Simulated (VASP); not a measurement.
# Mg2C3 (C2/m) in VASP: further runs, part 2 of 2

VASP 6.6.1. Earlier steps stand in the parts before.

## (4) Single point, PBEsol

This run uses another cell than the first one, of 11.10 Å³/atom.

Contents of INCAR:

```
PREC     = Accurate       # precision mode
ENCUT    = 520            # plane-wave cutoff, eV
EDIFF    = 1E-7           # SCF threshold, eV
ISMEAR   = 0              # smearing method
SIGMA    = 0.02           # smearing width, eV
LREAL    = F              # projectors in reciprocal space
LASPH    = T              # aspherical terms in the spheres
NELM     = 60             # most SCF steps
ALGO     = Normal         # electronic algorithm
ISIF     = 2              # what is computed and relaxed
LWAVE    = F              # write WAVECAR
LCHARG   = F              # write CHGCAR
GGA      = PS             # functional
NBANDS   = 16             # bands
```

Contents of KPOINTS:

```
regular mesh
0
Gamma
  8 8 6
```

Contents of POSCAR:

```
Mg2C3
1.0
    2.4207767426     -2.3527518765     -0.0037203737
    2.4207767426      2.3527518765     -0.0037203737
   -1.2372742735      0.0000000000      4.8722125904
Mg C
2 3
Direct
    0.8096552693      0.8096552693      0.1985210417
    0.1903447307      0.1903447307      0.8014789583
    0.3015101240      0.3015101240      0.2633444256
    0.6984898760      0.6984898760      0.7366555744
    0.5000000000      0.5000000000      0.5000000000
```

Potentials or basis: VASP PAW PBE potentials, release 64 (Mg, C).

The run is started by

```bash
> cat potpaw_PBE.64/Mg/POTCAR potpaw_PBE.64/C/POTCAR > POTCAR
> mpirun -np 1 vasp_std > vasp.out
```

OUTCAR:

```text
PREC = Accurate
   ENCUT = 520
   EDIFF = 1E-7
   ISMEAR = 0
   LREAL = F
   LASPH = T
   NELM = 60
   ISIF = 2
   GGA = PS

 ion  position               nearest neighbor table
   1  0.810  0.810  0.199-   4 2.25   3 2.32   3 2.38   3 2.38   5 2.38   3 2.56   5 2.83   5 2.83
                             2 3.03   2 3.05   2 3.05   2 3.13   2 3.16
   2  0.190  0.190  0.801-   3 2.25   4 2.32   4 2.38   4 2.38   5 2.38   4 2.56   5 2.83   5 2.83
                             1 3.03   1 3.05   1 3.05   1 3.13   1 3.16
   3  0.302  0.302  0.263-   5 1.33   2 2.25   1 2.32   1 2.38   1 2.38   1 2.56
   4  0.698  0.698  0.737-   5 1.33   1 2.25   2 2.32   2 2.38   2 2.38   2 2.56
   5  0.500  0.500  0.500-   3 1.33   4 1.33   1 2.38   2 2.38   2 2.83   2 2.83   1 2.83   1 2.83

  LATTYP: Found a base centered monoclinic cell.
 ALAT       =     4.8415592029
 B/A-ratio  =     0.9718984228
 C/A-ratio  =     1.0382725830
 COS(beta)  =    -0.2476219987

  Lattice vectors:

 A1 = (   2.4207767426,  -2.3527518765,  -0.0037203737)
 A2 = (   2.4207767426,   2.3527518765,  -0.0037203737)
 A3 = (  -1.2372742735,   0.0000000000,   4.8722125904)

Analysis of symmetry for initial positions (statically):
=====================================================================
 Subroutine PRICEL returns:
 Original cell was already a primitive cell.

 Routine SETGRP: Setting up the symmetry group for a
 base centered monoclinic supercell.

 Subroutine GETGRP returns: Found  4 space group operations
 (whereof  4 operations were pure point group operations)
 out of a pool of  4 trial point group operations.

The static configuration has the point symmetry C_2h.

Analysis of symmetry for dynamics (positions and initial velocities):
=====================================================================
 Subroutine PRICEL returns:
 Original cell was already a primitive cell.

 Routine SETGRP: Setting up the symmetry group for a
 base centered monoclinic supercell.

[... 129 lines left out ...]
     AMIX     =   0.40;   BMIX     =  1.00
     AMIX_MAG =   1.60;   BMIX_MAG =  1.00
  volume/ion in A,a.u.               =      11.10        74.88
  Fermi-wavevector in a.u.,A,eV,Ry     =   1.081622  2.043970 15.917549  1.169907
  Thomas-Fermi vector in A             =   2.217643
   LORBIT       =      0    0 simple, 1 ext, 2 COOP (PROOUT), +10 PAW based schemes
   GGA     = PS    functional components
   LHFCALC =     F    Hartree Fock is set to
   AEXX    =    0.0000 exact exchange contribution
   IVDW    =     0    specifies the selected vdW correction
   LEPSILON=     F    determine dielectric tensor
   LRPA    =     F    only Hartree local field effects (RPA)
 non-spin polarized calculation
 Gauss-broadening in eV      SIGMA  =   0.02
  energy-cutoff  :      520.00
  volume of cell :       55.48
 maximum number of plane-waves:      1512
 NGX is ok and might be reduce to    28
   NGX = 13   NGY = 13   NGZ = 19

 number of electron      15.9999998 magnetization

 Free energy of the ion-electron system (eV)
  ---------------------------------------------------
  ext. energy  EPLUGINS =         0.00000000
  ---------------------------------------------------
  free energy    TOTEN  =       -31.32839985 eV

  energy without entropy =      -31.32839985  energy(sigma->0) =      -31.32839985

 E-fermi :   4.6076     XC(G=0): -10.4816

 val. band max:        4.4466044409   @ k =   0.0000   0.0000   0.5000
 cond. band min:       6.1081717404   @ k =   0.5000   0.5000   0.0000
 fundamental gap:      1.6615672995
 Fermi energy:         4.6076107664

 k-point     1 :       0.0000    0.0000    0.0000
  band No.  band energies     occupation
      1     -11.4936      2.00000
      2      -7.5759      2.00000
      3      -2.9662      2.00000
      4       0.3361      2.00000
      5       1.0693      2.00000
      6       1.4842      2.00000
[... 433 lines left out ...]
      3      -1.9263      2.00000
      4      -1.2587      2.00000
      5       0.2326      2.00000
      6       1.0268      2.00000
[... 8 lines left out ...]
     15      13.7882      0.00000
     16      14.6013      0.00000

 [... further k-points ...]
[... 5 lines left out ...]
  --------------------------------------------------------------------------------------
  -------------------------------------------------------------------------------------
  Total       -1.0790562     -1.1103634     -0.9465881      0.0000000      0.0000000      0.0948590
  in kB      -31.1628428    -32.0669881    -27.3372015      0.0000000      0.0000000      2.7395018
  external PRESSURE =     -30.1890108 kB  Pullay stress =       0.0000000 kB

 VOLUME and BASIS-vectors are now :
 -----------------------------------------------------------------------------
  energy-cutoff  :      520.00
  volume of cell :       55.48
      direct lattice vectors                 reciprocal lattice vectors
     2.420776743 -2.352751877 -0.003720374     0.206625917 -0.212517098  0.052471629
     2.420776743  2.352751877 -0.003720374     0.206625917  0.212517098  0.052471629
    -1.237274273  0.000000000  4.872212590     0.000315555  0.000000000  0.205325693

 POSITION                                       TOTAL-FORCE (eV/Angst)
 -----------------------------------------------------------------------------------
      3.67436      0.00000      0.96121        -0.000149      0.000000     -0.009142
     -0.07009      0.00000      3.90356         0.000149      0.000000      0.009142
      1.13395      0.00000      1.28083        -0.034592      0.000000     -0.061395
      2.47033      0.00000      3.58395         0.034592      0.000000      0.061395
      1.80214      0.00000      2.43239        -0.000000     -0.000000     -0.000000
 -----------------------------------------------------------------------------------
    total drift:                                0.000000      0.000000      0.000000

  FREE ENERGIE OF THE ION-ELECTRON SYSTEM (eV)
  ---------------------------------------------------
  free  energy   TOTEN  =       -31.3283998517 eV

  energy  without entropy=      -31.3283998517  energy(sigma->0) =      -31.32839985
```

stdout:

```text
POSCAR found type information on POSCAR MgC
 POSCAR found :  2 types and       5 ions
 scaLAPACK will be used
 -----------------------------------------------------------------------------
|                                                                             |
|                                                                             |
|     You enforced a specific xc type in the INCAR file but a different       |
|     I HOPE YOU KNOW WHAT YOU ARE DOING!                                     |
|                                                                             |
 -----------------------------------------------------------------------------

 LDA part: xc-table for (Slater+PW92), standard interpolation
 POSCAR, INCAR and KPOINTS ok, starting setup
 FFT: planning ... GRIDC
 FFT: planning ... GRID_SOFT
 FFT: planning ... GRID
 WAVECAR not read
 entering main loop
```

Wall time 2.7 min (1 thread of Intel Xeon 8259CL, shared host); peak memory 0.24 GiB.

What came out:

* Free energy: -31.3284 eV
* Pressure: -3.0 GPa
* Largest force: 0.070 eV/Å
* Band gap on the k mesh: 1.66 eV (least direct gap 2.33 eV)

Forces on the atoms (eV/Å):
```
Mg   0.000  0.000 -0.009
Mg   0.000  0.000  0.009
C   -0.035  0.000 -0.061
C    0.035  0.000  0.061
C    0.000  0.000  0.000
```

Caveat: the cell stands under tension; the PAW data sets were made with another functional, which shifts forces and pressure a little. A k mesh can miss the band edges.

## (5) Single point, PBEsol

This run uses another cell than the first one, of 11.10 Å³/atom.

Contents of INCAR:

```
SYSTEM = Mg2C3
ALGO = Normal ; EDIFF = 1E-7
ENCUT = 520 ; GGA = PS
ISIF = 2 ; ISMEAR = 0
LASPH = .TRUE. ; LCHARG = .FALSE.
LREAL = .FALSE. ; LWAVE = .FALSE.
NBANDS = 16 ; NELM = 100
PREC = Accurate ; SIGMA = 0.02
```

Contents of KPOINTS:

```
k-points
0
G
  8 8 6
  0 0 0
```

POSCAR is that of step 4.

The run is started by

```bash
> cat potpaw_PBE.64/Mg/POTCAR potpaw_PBE.64/C/POTCAR > POTCAR
> mpirun -np 1 vasp_std > vasp.out
```

Run time: 1.8 min. Hardware: 1 thread of Intel Xeon 8259CL, shared host; peak memory 0.24 GiB.

It converged, with:

- Free energy: -31.3284 eV
- Pressure: -3.0 GPa
- Largest force: 0.070 eV/Å
- Band gap on the k mesh: 1.66 eV (least direct gap 2.33 eV)

Forces in eV/Å, atoms in the order of the input:
```
Mg   0.000  0.000 -0.009
Mg   0.000  0.000  0.009
C   -0.035  0.000 -0.061
C    0.035  0.000  0.061
C    0.000  0.000  0.000
```

Stress tensor (GPa, compression positive):
```
-3.12  0.00  0.27
 0.00 -3.21  0.00
 0.27  0.00 -2.73
```

Levels at points of the mesh, in eV from the valence-band top:
```tsv
k point	band 5	band 6	band 7	band 8	band 9	band 10	band 11	band 12
(0.00, 0.00, 0.00)	-3.38	-2.96	-1.48	-0.70	3.20	3.46	4.08	7.31
(0.50, 0.00, 0.00)	-4.75	-3.20	-3.14	-0.15	2.96	4.55	6.05	6.43
(0.50, 0.50, 0.00)	-5.37	-3.73	-2.39	-1.18	1.66	1.88	3.04	5.44
(0.00, 0.00, 0.50)	-3.80	-3.55	-0.98	0.00	3.13	3.44	3.90	5.68
(0.50, 0.00, 0.50)	-4.07	-3.15	-1.31	-0.23	2.10	3.83	5.62	6.44
(0.50, 0.50, 0.50)	-5.11	-3.93	-2.94	-2.06	2.03	3.32	5.46	6.29
```

Caveat: the cell stands under tension; the PAW data sets were made with another functional, which shifts forces and pressure a little. A k mesh can miss the band edges.

## (6) The runs side by side

```tsv
cell	gap on the mesh (eV)	pressure (GPa)	largest force (eV/Å)
a = 3.313, b = 3.313, c = 4.935 Å, angles 99.8, 99.8, 88.2°, 5 atoms, atomic positions A	1.71	3.0	0.06
a = 3.342, b = 3.342, c = 4.978 Å, angles 100.0, 100.0, 88.3°, 5 atoms, atomic positions A	1.69	0.0	0.07
a = 3.376, b = 3.376, c = 5.027 Å, angles 100.2, 100.2, 88.4°, 5 atoms, atomic positions B	1.66	-3.0	0.07
```

Alike in all rows: task single point; level PBEsol; potentials or basis VASP PAW PBE potentials, release 64 (Mg, C); no spin polarisation; k mesh 8 × 8 × 6; cutoff (eV) 520; smearing gaussian 0.02 eV.

Caveats: the PAW data sets were made with another functional, which shifts forces and pressure a little; the cell stands under tension (at least some runs).

Total energies depend on the potentials used, so only differences within one code and one set of settings carry meaning.
